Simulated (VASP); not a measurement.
# SrCl2 (Fm-3m) in VASP: a series of runs

The runs below take SrCl2 through single point, relaxation of cell and atoms, with PBEsol.

Everything below comes from runs of VASP 6.6.1. Logs are shortened: lines on timing, memory, paths and dates and some standing lists are left out, and cuts for length are marked.

## Step 1: The cell of the first run

It takes space group Fm-3m (No. 225, cubic). The conventional cell has a = 6.911 Å, b = 6.911 Å, c = 6.911 Å, α = 90.00°, β = 90.00°, γ = 90.00°. Within 3.9 Å of Sr (site symmetry m-3m) lie 8 Cl at 2.99 Å. Cl (site symmetry -43m) has 4 Sr at 2.99 Å and 6 Cl at 3.46 Å within 3.9 Å.

## Step 2: Single point, PBEsol

INCAR reads:

```
SYSTEM = SrCl2
PREC = Accurate
ENCUT = 520
EDIFF = 1E-6
ISMEAR = -1
SIGMA = 0.05
LREAL = .FALSE.
LASPH = .TRUE.
NELM = 100
ALGO = Normal
ISIF = 2
LWAVE = .FALSE.
LCHARG = .TRUE.
GGA = PS
LELF = .TRUE.
LVHAR = .TRUE.
NBANDS = 19
```

KPOINTS reads:

```
Automatic mesh
0
G
  7 7 7
  0 0 0
```

POSCAR reads:

```
SrCl2
1.0
    0.0000000000      3.4553493442      3.4553493442
    3.4553493442      0.0000000000      3.4553493442
    3.4553493442      3.4553493442      0.0000000000
Sr Cl
1 2
Direct
    0.0000000000      0.0000000000      0.0000000000
    0.7500000000      0.7500000000      0.7500000000
    0.2500000000      0.2500000000      0.2500000000
```

Potentials or basis: VASP PAW PBE potentials, release 64 (Sr_sv, Cl).

Launch:

```
$ cat potpaw_PBE.64/Sr_sv/POTCAR potpaw_PBE.64/Cl/POTCAR > POTCAR
$ mpirun -np 1 vasp_std > vasp.out
```

OUTCAR:

```text
SYSTEM = SrCl2
   PREC = Accurate
   ENCUT = 520
   EDIFF = 1E-6
   ISMEAR = -1
   LREAL = .FALSE.
   LASPH = .TRUE.
   NELM = 100
   ISIF = 2
   GGA = PS

 ion  position               nearest neighbor table
   1  0.000  0.000  0.000-   2 2.99   2 2.99   2 2.99   2 2.99   3 2.99   3 2.99   3 2.99   3 2.99

   2  0.750  0.750  0.750-   1 2.99   1 2.99   1 2.99   1 2.99
   3  0.250  0.250  0.250-   1 2.99   1 2.99   1 2.99   1 2.99

  LATTYP: Found a face centered cubic cell.
 ALAT       =     6.9106986884

  Lattice vectors:

 A1 = (   0.0000000000,   3.4553493442,   3.4553493442)
 A2 = (   3.4553493442,   0.0000000000,   3.4553493442)
 A3 = (   3.4553493442,   3.4553493442,   0.0000000000)

Analysis of symmetry for initial positions (statically):
=====================================================================
 Subroutine PRICEL returns:
 Original cell was already a primitive cell.

 Routine SETGRP: Setting up the symmetry group for a
 face centered cubic supercell.

 Subroutine GETGRP returns: Found 48 space group operations
 (whereof 48 operations were pure point group operations)
 out of a pool of 48 trial point group operations.

The static configuration has the point symmetry O_h .

Analysis of symmetry for dynamics (positions and initial velocities):
=====================================================================
 Subroutine PRICEL returns:
 Original cell was already a primitive cell.

 Routine SETGRP: Setting up the symmetry group for a
 face centered cubic supercell.

 Subroutine GETGRP returns: Found 48 space group operations
 (whereof 48 operations were pure point group operations)
 out of a pool of 48 trial point group operations.

The dynamic configuration has the point symmetry O_h .

 Subroutine INISYM returns: Found 48 space group operations
 (whereof 48 operations are pure point group operations),
 and found     1 'primitive' translations

----------------------------------------------------------------------------------------

                                     Primitive cell

  volume of cell :      82.5099

  direct lattice vectors                    reciprocal lattice vectors
     0.000000000  3.455349344  3.455349344    -0.144703169  0.144703169  0.144703169
[... 78 lines left out ...]
   LNONCOLLINEAR =      F non collinear calculations
   LSORBIT =      F    spin-orbit coupling
   LASPH  =      T    aspherical Exc in radial PAW
   ENCUT  =  520.0 eV  38.22 Ry    6.18 a.u.   9.09  9.09  9.09*2*pi/ulx,y,z
   NELM   =    100;   NELMIN=  2; NELMDL= -5     # of ELM steps
   EDIFF  = 0.1E-05   stopping-criterion for ELM
   LREAL  =      F    real-space projection
   EDIFFG = 0.1E-04   stopping-criterion for IOM
   NSW    =      0    number of steps for IOM
   IBRION =     -1    ionic relax: 0-MD 1-quasi-New 2-CG
   NFREE  =      0    steps in history (QN), initial steepest desc. (CG)
   ISIF   =      2    stress and relaxation
   ISYM   =      2    0-nonsym 1-usesym 2-fastsym
   POTIM  = 0.5000    time-step for ionic-motion
   TEBEG  =    0.0;   TEEND  =   0.0 temperature during run
   PSTRESS=    0.0 pullay stress
   NELECT =      24.0000    total number of electrons
   NUPDOWN=      -1.0000    fix difference up-down
   EMIN   =  10.00;   EMAX   =-10.00  energy-range for DOS
   EFERMI =   0.00;   METHOD = LEGACY
   ISMEAR =    -1;   SIGMA  =   0.05  broadening in eV -4-tet -1-fermi 0-gaus
   EFERMI_NEDOS =   21; number of points for ismear=-14 and -15
   IALGO  =     38    algorithm
   IMIX   =      4    mixing-type and parameters
     AMIX     =   0.40;   BMIX     =  1.00
     AMIX_MAG =   1.60;   BMIX_MAG =  1.00
  volume/ion in A,a.u.               =      27.50       185.60
  Fermi-wavevector in a.u.,A,eV,Ry     =   1.084701  2.049787 16.008285  1.176576
  Thomas-Fermi vector in A             =   2.220797
   LORBIT       =      0    0 simple, 1 ext, 2 COOP (PROOUT), +10 PAW based schemes
   GGA     = PS    functional components
   LHFCALC =     F    Hartree Fock is set to
   AEXX    =    0.0000 exact exchange contribution
   IVDW    =     0    specifies the selected vdW correction
   LEPSILON=     F    determine dielectric tensor
   LRPA    =     F    only Hartree local field effects (RPA)
 non-spin polarized calculation
  energy-cutoff  :      520.00
  volume of cell :       82.51
 maximum number of plane-waves:      2239
   NGX = 19   NGY = 19   NGZ = 19

 number of electron      24.0000002 magnetization

 Free energy of the ion-electron system (eV)
  ---------------------------------------------------
  ext. energy  EPLUGINS =         0.00000000
  ---------------------------------------------------
  free energy    TOTEN  =       -13.34260651 eV

  energy without entropy =      -13.34260651  energy(sigma->0) =      -13.34260651

 E-fermi :   1.3132     XC(G=0):  -8.6185

 val. band max:        0.2362052892   @ k =  -0.4286   0.4286   0.0000
 cond. band min:       5.5114886897   @ k =   0.0000   0.0000   0.0000
 fundamental gap:      5.2752834005
 Fermi energy:         1.3132498732

 k-point     1 :       0.0000    0.0000    0.0000
  band No.  band energies     occupation
      1     -32.4363      2.00000
      2     -14.4663      2.00000
      3     -14.4663      2.00000
      4     -14.4663      2.00000
      5     -13.1147      2.00000
      6     -12.1860      2.00000
[... 417 lines left out ...]
      6     -12.3293      2.00000
[... 11 lines left out ...]
     18       9.6621      0.00000
     19      10.7025      0.00000

------------------------ aborting loop because EDIFF is reached ----------------------------------------

  FORCE on cell =-STRESS in cart. coord.  units (eV):
  Direction    XX          YY          ZZ          XY          YZ          ZX
  --------------------------------------------------------------------------------------
  -------------------------------------------------------------------------------------
  Total        0.0465443      0.0465443      0.0465443      0.0000000      0.0000000      0.0000000
  in kB        0.9037983      0.9037983      0.9037983      0.0000000      0.0000000      0.0000000
  external PRESSURE =       0.9037983 kB  Pullay stress =       0.0000000 kB

 VOLUME and BASIS-vectors are now :
 -----------------------------------------------------------------------------
  energy-cutoff  :      520.00
  volume of cell :       82.51
      direct lattice vectors                 reciprocal lattice vectors
     0.000000000  3.455349344  3.455349344    -0.144703169  0.144703169  0.144703169
     3.455349344  0.000000000  3.455349344     0.144703169 -0.144703169  0.144703169
     3.455349344  3.455349344  0.000000000     0.144703169  0.144703169 -0.144703169

 POSITION                                       TOTAL-FORCE (eV/Angst)
 -----------------------------------------------------------------------------------
      0.00000      0.00000      0.00000        -0.000000      0.000000     -0.000000
      5.18302      5.18302      5.18302        -0.000000     -0.000000     -0.000000
      1.72767      1.72767      1.72767         0.000000      0.000000      0.000000
 -----------------------------------------------------------------------------------
    total drift:                                0.000000      0.000000      0.000000

  FREE ENERGIE OF THE ION-ELECTRON SYSTEM (eV)
  ---------------------------------------------------
  free  energy   TOTEN  =       -13.3426065085 eV

  energy  without entropy=      -13.3426065084  energy(sigma->0) =      -13.34260651
```

Wall time 30 s (1 thread of Intel Xeon Platinum 8259CL at 2.50GHz (Skylake/Cascade Lake), shared host); peak memory 0.21 GiB.

What came out:

* Free energy: -13.3426 eV
* Pressure: 0.1 GPa
* Band gap on the k mesh: 5.28 eV (least direct gap 5.56 eV)

Caveat: the PAW data sets were made with another functional, which shifts forces and pressure a little; an odd mesh through Γ misses points on the zone boundary, where band edges can lie.

## Step 3: Relaxation of cell and atoms, PBEsol

This run uses another cell than the first one, of 28.30 Å³/atom.

INCAR reads:

```
ALGO = Normal
EDIFF = 1E-6
EDIFFG = -0.005
ENCUT = 600
GGA = PS
IBRION = 2
ISIF = 3
ISMEAR = -1
LASPH = True
LCHARG = False
LREAL = False
LWAVE = False
NELM = 60
NSW = 80
PREC = Accurate
SIGMA = 0.05
```

KPOINTS reads:

```
k-points
0
Gamma
  7 7 7
```

POSCAR reads:

```
SrCl2
1.0
    0.0000000000      3.4883500000      3.4883500000
    3.4883500000      0.0000000000      3.4883500000
    3.4883500000      3.4883500000      0.0000000000
Sr Cl
1 2
Direct
    0.0000000000      0.0000000000      0.0000000000
    0.7500000000      0.7500000000      0.7500000000
    0.2500000000      0.2500000000      0.2500000000
```

Potentials or basis: VASP PAW PBE potentials, release 64 (Sr_sv, Cl).

Launch:

```
$ cat potpaw_PBE.64/Sr_sv/POTCAR potpaw_PBE.64/Cl/POTCAR > POTCAR
$ mpirun -np 1 vasp_std > vasp.out
```

OUTCAR:

```text
EDIFF = 1E-6
   EDIFFG = -0.005
   ENCUT = 600
   GGA = PS
   IBRION = 2
   ISIF = 3
   ISMEAR = -1
   LASPH = True
   LREAL = False
   NELM = 60
   NSW = 80
   PREC = Accurate

 ion  position               nearest neighbor table
   1  0.000  0.000  0.000-   2 3.02   2 3.02   2 3.02   2 3.02   3 3.02   3 3.02   3 3.02   3 3.02

   2  0.750  0.750  0.750-   1 3.02   1 3.02   1 3.02   1 3.02
   3  0.250  0.250  0.250-   1 3.02   1 3.02   1 3.02   1 3.02

  LATTYP: Found a face centered cubic cell.
 ALAT       =     6.9767000000

  Lattice vectors:

 A1 = (   0.0000000000,   3.4883500000,   3.4883500000)
 A2 = (   3.4883500000,   0.0000000000,   3.4883500000)
 A3 = (   3.4883500000,   3.4883500000,   0.0000000000)

Analysis of symmetry for initial positions (statically):
=====================================================================
 Subroutine PRICEL returns:
 Original cell was already a primitive cell.

 Routine SETGRP: Setting up the symmetry group for a
 face centered cubic supercell.

 Subroutine GETGRP returns: Found 48 space group operations
 (whereof 48 operations were pure point group operations)
[... 148 lines left out ...]
 maximum number of plane-waves:      2851
   NGX = 19   NGY = 19   NGZ = 19

--------------------------------------- Ionic step        1  -------------------------------------------

 number of electron      24.0000003 magnetization

 Free energy of the ion-electron system (eV)
  ---------------------------------------------------
  ext. energy  EPLUGINS =         0.00000000
  ---------------------------------------------------
  free energy    TOTEN  =       -13.33701625 eV

  energy without entropy =      -13.33701625  energy(sigma->0) =      -13.33701625

------------------------ aborting loop because EDIFF is reached ----------------------------------------

  FORCE on cell =-STRESS in cart. coord.  units (eV):
  Direction    XX          YY          ZZ          XY          YZ          ZX
  --------------------------------------------------------------------------------------
  -------------------------------------------------------------------------------------
  Total       -0.4795627     -0.4795627     -0.4795627      0.0000000      0.0000000      0.0000000
  in kB       -9.0503603     -9.0503603     -9.0503603      0.0000000      0.0000000      0.0000000
  external PRESSURE =      -9.0503603 kB  Pullay stress =       0.0000000 kB
[... 61 lines left out ...]
--------------------------------------- Ionic step        3  -------------------------------------------

 number of electron      24.0000003 magnetization

 Free energy of the ion-electron system (eV)
  ---------------------------------------------------
  ext. energy  EPLUGINS =         0.00000000
  ---------------------------------------------------
  free energy    TOTEN  =       -13.34306473 eV

  energy without entropy =      -13.34306473  energy(sigma->0) =      -13.34306473

 E-fermi :   1.3259     XC(G=0):  -8.6027

 val. band max:        0.2128034450   @ k =  -0.4286   0.4286   0.0000
 cond. band min:       5.4758892999   @ k =   0.0000   0.0000   0.0000
 fundamental gap:      5.2630858550
 Fermi energy:         1.3259128827

 k-point     1 :       0.0000    0.0000    0.0000
  band No.  band energies     occupation
      1     -32.4705      2.00000
      2     -14.4987      2.00000
      3     -14.4987      2.00000
      4     -14.4987      2.00000
      5     -13.1268      2.00000
      6     -12.2057      2.00000
[... 399 lines left out ...]
  FREE ENERGIE OF THE ION-ELECTRON SYSTEM (eV)
  ---------------------------------------------------
  free  energy   TOTEN  =       -13.3430647252 eV

  energy  without entropy=      -13.3430647252  energy(sigma->0) =      -13.34306473

 reached required accuracy - stopping structural energy minimisation
```

OSZICAR:

```text
N       E                     dE             d eps       ncg     rms          rms(c)
DAV:   1     0.158553680110E+03    0.15855E+03   -0.12342E+04   640   0.150E+03
DAV:   2    -0.331664730484E+01   -0.16187E+03   -0.15847E+03   856   0.259E+02
DAV:   3    -0.131837142765E+02   -0.98671E+01   -0.98587E+01   848   0.678E+01
[... 25 lines left out ...]
DAV:   2    -0.133431389027E+02    0.40891E-03   -0.98497E-04   792   0.207E-01    0.537E-02
DAV:   3    -0.133430549793E+02    0.83923E-04   -0.25655E-04  1128   0.998E-02    0.443E-02
DAV:   4    -0.133430587491E+02   -0.37698E-05   -0.16691E-05  1160   0.241E-02    0.296E-02
DAV:   5    -0.133430646999E+02   -0.59507E-05   -0.11657E-05  1104   0.178E-02    0.413E-03
DAV:   6    -0.133430647252E+02   -0.25366E-07   -0.40053E-07   488   0.515E-03
   3 F= -.13343065E+02 E0= -.13343065E+02  d E =-.604848E-02
```

CONTCAR:

```text
SrCl2
   1.00000000000000
     0.0000000000000000    3.4593304798975564    3.4593304798975564
     3.4593304798975564    0.0000000000000000    3.4593304798975564
     3.4593304798975564    3.4593304798975564    0.0000000000000000
  Sr              Cl
     1     2
Direct
     0.0000000000000000    0.0000000000000000    0.0000000000000000
     0.7500000000000000    0.7500000000000000    0.7500000000000000
     0.2500000000000000    0.2500000000000000    0.2500000000000000

  0.00000000E+00  0.00000000E+00  0.00000000E+00
  0.00000000E+00  0.00000000E+00  0.00000000E+00
  0.00000000E+00  0.00000000E+00  0.00000000E+00
```

It took 93 s on 1 thread of Intel Xeon Platinum 8259CL at 2.50GHz (Skylake/Cascade Lake), shared host; peak memory 0.25 GiB.

What came out:

```yaml
Free_energy: -13.3431 eV
Relaxed_volume: 27.60 Å³/atom
Relaxed_cell: a = 4.892 Å, b = 4.892 Å, c = 4.892 Å, α = 60.00°, β = 60.00°, γ = 60.00°
Space_group_after_relaxing_to_0.1_Å: Fm-3m (No. 225)
Energy_gained_by_relaxing: 2.0 meV/atom
Ionic_steps: 3
Pressure_after_relaxing: 0.0 GPa
Band_gap_on_the_k_mesh: 5.26 eV (least direct gap 5.56 eV)
```

Step by step:
| step | energy change (eV) | largest force (eV/Å) | pressure (GPa) | volume (Å³) |
| --- | --- | --- | --- | --- |
| 1 | 0.0000 | 0.0000 | -0.91 | 84.90 |
| 2 | -0.0060 | 0.0000 | -0.07 | 82.95 |
| 3 | -0.0060 | 0.0000 | 0.00 | 82.80 |

Final structure:
```
Sr Cl
1.0
     0.00000    3.45933    3.45933
     3.45933    0.00000    3.45933
     3.45933    3.45933    0.00000
Sr Cl
1 2
Direct
  0.00000 0.00000 0.00000
  0.75000 0.75000 0.75000
  0.25000 0.25000 0.25000
```

Levels at points of the mesh, in eV from the valence-band top:
```tsv
k point	band 10	band 11	band 12	band 13	band 14	band 15
(0.00, 0.00, 0.00)	-0.32	-0.32	-0.32	5.26	6.00	6.00
```

Caveat: the PAW data sets were made with another functional, which shifts forces and pressure a little; an odd mesh through Γ misses points on the zone boundary, where band edges can lie.
